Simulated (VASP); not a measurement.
# Fe (Im-3m) in VASP: a series of runs

The runs below take Fe through single point, with PBE, BLYP+D4.

All numbers are computed with VASP 6.6.1; they aren't measurements. Logs are shortened: lines on timing, memory, paths and dates and some standing lists are left out, and cuts for length are marked.

### Step 1. The cell of the first run

The structure is cubic, space group Im-3m (No. 229). Conventional cell: a = 2.827 Å, b = 2.827 Å, c = 2.827 Å, α = 90.00°, β = 90.00°, γ = 90.00°. Within 3.2 Å of Fe (site symmetry m-3m) lie 14 Fe at 2.45 to 2.83 Å.

### Step 2. Single point, PBE, collinear spin, ferromagnetic start

The input, INCAR:

```
SYSTEM = Fe
PREC     = Accurate       ! precision mode
ENCUT    = 520            ! plane-wave cutoff, eV
EDIFF    = 1E-7           ! SCF threshold, eV
ISMEAR   = -1             ! smearing method
SIGMA    = 0.05           ! smearing width, eV
LREAL    = .False.        ! projectors in reciprocal space
LASPH    = .True.         ! aspherical terms in the spheres
NELM     = 150            ! most SCF steps
ALGO     = Normal         ! electronic algorithm
ISIF     = 2              ! what is computed and relaxed
LWAVE    = .False.        ! write WAVECAR
LCHARG   = .False.        ! write CHGCAR
ISPIN    = 2              ! spin polarisation
MAGMOM   = 3              ! initial moments
LORBIT   = 11             ! projections on sites
LMAXMIX  = 4              ! l up to which the mixer works
GGA      = PE             ! functional
NBANDS   = 14             ! bands
```

The input, KPOINTS:

```
Automatic mesh
0
Gamma
  13 13 13
  0 0 0
```

The input, POSCAR:

```
Fe
1.0
   -1.4134619662      1.4134619662      1.4134619662
    1.4134619662     -1.4134619662      1.4134619662
    1.4134619662      1.4134619662     -1.4134619662
Fe
1
Direct
    0.0000000000      0.0000000000      0.0000000000
```

Potentials or basis: VASP PAW PBE potentials, release 64 (Fe).

Command:

```
> cat potpaw_PBE.64/Fe/POTCAR > POTCAR
> mpirun -np 1 vasp_std > vasp.out
```

OUTCAR:

```text
SYSTEM = Fe
   PREC = Accurate
   ENCUT = 520
   EDIFF = 1E-7
   ISMEAR = -1
   LREAL = .False.
   LASPH = .True.
   NELM = 150
   ISIF = 2
   ISPIN = 2
   LORBIT = 11
   GGA = PE

 ion  position               nearest neighbor table
   1  0.000  0.000  0.000-

  LATTYP: Found a body centered cubic cell.
 ALAT       =     2.8269239324

  Lattice vectors:

 A1 = (  -1.4134619662,   1.4134619662,   1.4134619662)
 A2 = (   1.4134619662,  -1.4134619662,   1.4134619662)
 A3 = (   1.4134619662,   1.4134619662,  -1.4134619662)

Analysis of symmetry for initial positions (statically):
=====================================================================
 Subroutine PRICEL returns:
 Original cell was already a primitive cell.

 Routine SETGRP: Setting up the symmetry group for a
 body centered cubic supercell.

 Subroutine GETGRP returns: Found 48 space group operations
 (whereof 48 operations were pure point group operations)
 out of a pool of 48 trial point group operations.

The static configuration has the point symmetry O_h .

Analysis of symmetry for dynamics (positions and initial velocities):
=====================================================================
 Subroutine PRICEL returns:
 Original cell was already a primitive cell.

 Routine SETGRP: Setting up the symmetry group for a
 body centered cubic supercell.

 Subroutine GETGRP returns: Found 48 space group operations
 (whereof 48 operations were pure point group operations)
 out of a pool of 48 trial point group operations.

The dynamic configuration has the point symmetry O_h .

Analysis of structural, dynamic, and magnetic symmetry:
=====================================================================
 Subroutine PRICEL returns:
 Original cell was already a primitive cell.

 Routine SETGRP: Setting up the symmetry group for a
 body centered cubic supercell.

 Subroutine GETGRP returns: Found 48 space group operations
 (whereof 48 operations were pure point group operations)
 out of a pool of 48 trial point group operations.

The overall configuration has the point symmetry O_h .

 Subroutine INISYM returns: Found 48 space group operations
 (whereof 48 operations are pure point group operations),
 and found     1 'primitive' translations

----------------------------------------------------------------------------------------

                                     Primitive cell

  volume of cell :      11.2957

  direct lattice vectors                    reciprocal lattice vectors
    -1.413461966  1.413461966  1.413461966     0.000000000  0.353741390  0.353741390
     1.413461966 -1.413461966  1.413461966     0.353741390  0.000000000  0.353741390
     1.413461966  1.413461966 -1.413461966     0.353741390  0.353741390  0.000000000

  length of vectors
     2.448187940  2.448187940  2.448187940     0.500265871  0.500265871  0.500265871

  position of ions in fractional coordinates (direct lattice)
     0.000000000  0.000000000  0.000000000

  ion indices of the primitive-cell ions
   primitive index   ion index
                 1           1

----------------------------------------------------------------------------------------

 KPOINTS: Automatic mesh

Automatic generation of k-mesh.
 Grid dimensions read from file:
 generate k-points for:   13   13   13

 Generating k-lattice:

  Cartesian coordinates                     Fractional coordinates (reciprocal lattice)
     0.000000000  0.027210876  0.027210876     0.076923077  0.000000000  0.000000000
     0.027210876  0.000000000  0.027210876     0.000000000  0.076923077  0.000000000
     0.027210876  0.027210876  0.000000000     0.000000000  0.000000000  0.076923077

  Length of vectors
     0.038481990  0.038481990  0.038481990

  Shift w.r.t. Gamma in fractional coordinates (k-lattice)
     0.000000000  0.000000000  0.000000000

 Subroutine IBZKPT returns following result:
 ===========================================

 Found     84 irreducible k-points:

 Following reciprocal coordinates:
            Coordinates               Weight
  0.000000  0.000000  0.000000      1.000000
  0.076923  0.000000  0.000000     12.000000
  0.153846  0.000000  0.000000     12.000000
  0.230769  0.000000  0.000000     12.000000
  0.307692  0.000000  0.000000     12.000000
  0.384615  0.000000  0.000000     12.000000
[... 16 lines left out ...]
  0.153846  0.076923  0.076923     24.000000
  0.230769  0.076923  0.076923     24.000000
 [... further k-points ...]
   k-points           NKPTS =     84   k-points in BZ     NKDIM =     84   number of bands    NBANDS=     14
   number of dos      NEDOS =    301   number of ions     NIONS =      1
   total plane-waves  NPLWV =   5832
   dimension x,y,z NGX =    18 NGY =   18 NGZ =   18
   dimension x,y,z NGXF=    36 NGYF=   36 NGZF=   36
   ions per type =               1
   NGX,Y,Z   is equivalent  to a cutoff of  12.22, 12.22, 12.22 a.u.
   NGXF,Y,Z  is equivalent  to a cutoff of  24.45, 24.45, 24.45 a.u.
 SYSTEM =  Fe
   PREC   = accura    normal or accurate (medium, high low for compatibility)
   ISTART =      0    job   : 0-new  1-cont  2-samecut
   ICHARG =      2    charge: 1-file 2-atom 10-const
   ISPIN  =      2    spin polarized calculation?
   LNONCOLLINEAR =      F non collinear calculations
   LSORBIT =      F    spin-orbit coupling
   LASPH  =      T    aspherical Exc in radial PAW
   ENCUT  =  520.0 eV  38.22 Ry    6.18 a.u.   4.55  4.55  4.55*2*pi/ulx,y,z
   NELM   =    150;   NELMIN=  2; NELMDL= -5     # of ELM steps
   EDIFF  = 0.1E-06   stopping-criterion for ELM
   LREAL  =      F    real-space projection
   EDIFFG = 0.1E-05   stopping-criterion for IOM
   NSW    =      0    number of steps for IOM
   IBRION =     -1    ionic relax: 0-MD 1-quasi-New 2-CG
   NFREE  =      0    steps in history (QN), initial steepest desc. (CG)
   ISIF   =      2    stress and relaxation
   ISYM   =      2    0-nonsym 1-usesym 2-fastsym
   POTIM  = 0.5000    time-step for ionic-motion
   TEBEG  =    0.0;   TEEND  =   0.0 temperature during run
   PSTRESS=    0.0 pullay stress
   NELECT =       8.0000    total number of electrons
   NUPDOWN=      -1.0000    fix difference up-down
   EMIN   =  10.00;   EMAX   =-10.00  energy-range for DOS
   EFERMI =   0.00;   METHOD = LEGACY
   ISMEAR =    -1;   SIGMA  =   0.05  broadening in eV -4-tet -1-fermi 0-gaus
   EFERMI_NEDOS =   21; number of points for ismear=-14 and -15
   IALGO  =     38    algorithm
   IMIX   =      4    mixing-type and parameters
     AMIX     =   0.40;   BMIX     =  1.00
     AMIX_MAG =   1.60;   BMIX_MAG =  1.00
  volume/ion in A,a.u.               =      11.30        76.23
  Fermi-wavevector in a.u.,A,eV,Ry     =   1.459265  2.757610 28.972968  2.129453
  Thomas-Fermi vector in A             =   2.575852
   LORBIT       =     11    0 simple, 1 ext, 2 COOP (PROOUT), +10 PAW based schemes
   GGA     = PE    functional components
   LHFCALC =     F    Hartree Fock is set to
   AEXX    =    0.0000 exact exchange contribution
   IVDW    =     0    specifies the selected vdW correction
   LEPSILON=     F    determine dielectric tensor
   LRPA    =     F    only Hartree local field effects (RPA)
 spin polarized calculation
  energy-cutoff  :      520.00
  volume of cell :       11.30
 maximum number of plane-waves:       321
   NGX =  9   NGY =  9   NGZ =  9

 number of electron       8.0000009 magnetization       2.1287515

 Free energy of the ion-electron system (eV)
  ---------------------------------------------------
  ext. energy  EPLUGINS =         0.00000000
  ---------------------------------------------------
  free energy    TOTEN  =        -8.24455657 eV

  energy without entropy =       -8.23575012  energy(sigma->0) =       -8.24015335

 E-fermi :   5.8897     XC(G=0): -13.1512

 val. band max:        5.8883285618   @ k =  -0.3846   0.4615   0.3077
 cond. band min:       5.8901613578   @ k =  -0.3846   0.4615   0.1538
 fundamental gap:      0.0018327960
 Fermi energy:         5.8897472032

 spin component 1

 k-point     1 :       0.0000    0.0000    0.0000
  band No.  band energies     occupation
      1      -2.5772      1.00000
      2       3.5907      1.00000
      3       3.5907      1.00000
      4       3.5907      1.00000
      5       4.7919      1.00000
      6       4.7919      1.00000
      7      30.9664      0.00000
      8      30.9664      0.00000
      9      30.9664      0.00000
     10      36.0818      0.00000
     11      36.0818      0.00000
     12      38.4312      0.00000
     13      38.4312      0.00000
     14      38.4312      0.00000

 k-point     2 :       0.0769    0.0000    0.0000
  band No.  band energies     occupation
      1      -2.3317      1.00000
      2       3.5236      1.00000
      3       3.5842      1.00000
      4       3.7231      1.00000
      5       4.7275      1.00000
      6       4.7975      1.00000
      7      29.4331      0.00000
      8      30.5893      0.00000
      9      30.7994      0.00000
     10      35.2910      0.00000
     11      35.8098      0.00000
     12      36.0094      0.00000
     13      37.2235      0.00000
     14      39.0803      0.00000
[... 343 lines left out ...]
      1      -0.1651      1.00000
      2       2.9981      1.00000
      3       3.0918      1.00000
      4       4.6936      1.00000
      5       4.8236      1.00000
      6       5.1964      1.00000
      7      22.8496      0.00000
      8      24.6349      0.00000
      9      27.1519      0.00000
     10      32.8407      0.00000
     11      37.4946      0.00000
     12      37.6809      0.00000
     13      39.9455      0.00000
     14      41.0697      0.00000

 k-point    24 :       0.2308    0.0769    0.0769
  band No.  band energies     occupation
      1       0.8385      1.00000
      2       2.7528      1.00000
      3       3.1558      1.00000
      4       4.7553      1.00000
      5       4.9016      1.00000
      6       6.0540      0.03607
      7      19.3785      0.00000
      8      23.4250      0.00000
      9      25.3992      0.00000
     10      32.7485      0.00000
     11      36.9053      0.00000
     12      39.1009      0.00000
     13      41.0218      0.00000
     14      44.4623      0.00000

 [... further k-points ...]

 spin component 2

 k-point     1 :       0.0000    0.0000    0.0000
  band No.  band energies     occupation
      1      -2.4234      1.00000
      2       5.4255      0.99991
      3       5.4256      0.99991
      4       5.4257      0.99991
      5       7.5155      0.00000
      6       7.5157      0.00000
      7      30.7078      0.00000
      8      30.7078      0.00000
      9      30.7078      0.00000
     10      36.2807      0.00000
     11      36.2807      0.00000
     12      39.0474      0.00000
     13      39.0474      0.00000
     14      39.0475      0.00000

 k-point     2 :       0.0769    0.0000    0.0000
  band No.  band energies     occupation
      1      -2.1766      1.00000
      2       5.3453      0.99998
      3       5.4105      0.99993
      4       5.5693      0.99836
      5       7.4292      0.00000
      6       7.5216      0.00000
      7      29.4025      0.00000
      8      30.4103      0.00000
      9      30.6265      0.00000
     10      35.6019      0.00000
     11      36.6272      0.00000
     12      36.7108      0.00000
     13      37.4640      0.00000
     14      39.6248      0.00000
[... 343 lines left out ...]
      1       0.0582      1.00000
      2       4.7176      1.00000
      3       4.8141      1.00000
      4       7.1077      0.00000
      5       7.3024      0.00000
      6       7.5276      0.00000
      7      23.3637      0.00000
      8      24.9893      0.00000
      9      27.8856      0.00000
     10      32.6755      0.00000
     11      37.9700      0.00000
     12      38.0423      0.00000
     13      40.3211      0.00000
     14      41.6145      0.00000

 k-point    24 :       0.2308    0.0769    0.0769
  band No.  band energies     occupation
      1       1.2796      1.00000
      2       4.4184      1.00000
      3       4.6760      1.00000
      4       7.3132      0.00000
      5       7.6404      0.00000
      6       7.9379      0.00000
      7      20.0973      0.00000
      8      23.7910      0.00000
      9      26.0716      0.00000
     10      32.7568      0.00000
     11      37.4480      0.00000
     12      39.3317      0.00000
     13      41.3130      0.00000
     14      44.9486      0.00000

 [... further k-points ...]
[... 5 lines left out ...]
  --------------------------------------------------------------------------------------
  -------------------------------------------------------------------------------------
  Total        0.0019567      0.0019567      0.0019567      0.0000000      0.0000000     -0.0000000
  in kB        0.2775440      0.2775440      0.2775440      0.0000000      0.0000000     -0.0000000
  external PRESSURE =       0.2775440 kB  Pullay stress =       0.0000000 kB

 VOLUME and BASIS-vectors are now :
 -----------------------------------------------------------------------------
  energy-cutoff  :      520.00
  volume of cell :       11.30
      direct lattice vectors                 reciprocal lattice vectors
    -1.413461966  1.413461966  1.413461966     0.000000000  0.353741390  0.353741390
     1.413461966 -1.413461966  1.413461966     0.353741390  0.000000000  0.353741390
     1.413461966  1.413461966 -1.413461966     0.353741390  0.353741390  0.000000000

 POSITION                                       TOTAL-FORCE (eV/Angst)
 -----------------------------------------------------------------------------------
      0.00000      0.00000      0.00000         0.000000     -0.000000      0.000000
 -----------------------------------------------------------------------------------
    total drift:                                0.000000     -0.000000      0.000000

  FREE ENERGIE OF THE ION-ELECTRON SYSTEM (eV)
  ---------------------------------------------------
  free  energy   TOTEN  =        -8.2445565743 eV

  energy  without entropy=       -8.2357501207  energy(sigma->0) =       -8.24015335

 total charge

# of ion       s       p       d       tot
------------------------------------------
    1        0.490   0.546   6.244   7.280

 magnetization (x)

# of ion       s       p       d       tot
------------------------------------------
    1       -0.013  -0.058   2.198   2.127
```

Run time: 14 s. Hardware: 1 thread of Intel Xeon 6975P-C (Granite Rapids), shared host; peak memory 0.13 GiB.

What came out:

```
Free energy                                           : -8.2446 eV
Pressure                                              : 0.0 GPa
Net moment                                            : 2.13 μB per cell
Site moments                                          : Fe +2.13 μB
Valence electrons inside the program's atomic spheres : Fe 7.28
```

### Step 3. Single point, BLYP+D4, collinear spin, ferromagnetic start

This run uses another cell than the first one, of 11.23 Å³/atom, 0.994 times its volume.

The input, INCAR:

```
PREC = Accurate ; ENCUT = 520
EDIFF = 1E-6 ; ISMEAR = -1
SIGMA = 0.05 ; LREAL = F
LASPH = T ; NELM = 150
ALGO = Normal ; ISIF = 2
LWAVE = F ; LCHARG = F
ISPIN = 2 ; MAGMOM = 3
LORBIT = 11 ; LMAXMIX = 4
GGA = B5 ; ALDAX = 1.0
AGGAX = 1.0 ; AGGAC = 1.0
ALDAC = 0.0 ; IVDW = 13
VDW_S6 = 1.0 ; VDW_S8 = 2.34076671
VDW_A1 = 0.44488865 ; VDW_A2 = 4.0933009
NBANDS = 14
```

The input, KPOINTS:

```
Automatic mesh
0
Gamma
  13 13 13
```

The input, POSCAR:

```
Fe
1.0
   -1.4107304287      1.4107304287      1.4107304287
    1.4107304287     -1.4107304287      1.4107304287
    1.4107304287      1.4107304287     -1.4107304287
Fe
1
Direct
    0.0000000000      0.0000000000      0.0000000000
```

Potentials or basis: VASP PAW PBE potentials, release 64 (Fe).

Command:

```
> cat potpaw_PBE.64/Fe/POTCAR > POTCAR
> mpirun -np 1 vasp_std > vasp.out
```

Run time: 15 s. Hardware: 1 thread of Intel Xeon 6975P-C (Granite Rapids), shared host; peak memory 0.14 GiB.

Results (log left out):

```yaml
Free_energy: -7.8475 eV
Pressure: 0.2 GPa
Net_moment: 2.09 μB per cell
Site_moments: Fe +2.08 μB
Valence_electrons_inside_the_program's_atomic_spheres: Fe 7.33
Dispersion_energy_per_atom: -0.685 eV
```

Levels at points of the mesh, in eV from the Fermi level:
Spin up:
```
           k point  band 1  band 2  band 3  band 4  band 5  band 6  band 7  band 8  band 9  band 10
(0.00, 0.00, 0.00)   -8.36   -2.33   -2.33   -2.33   -1.09   -1.09   25.41   25.41   25.41    30.58
```
Spin down:
```tsv
k point	band 1	band 2	band 3	band 4	band 5	band 6	band 7
(0.00, 0.00, 0.00)	-8.20	-0.60	-0.60	-0.60	1.51	1.52	25.19
```

Caveat: the PAW data sets were made with another functional, which shifts forces and pressure a little; pairwise dispersion overbinds metals, which lowers pressure and volume.
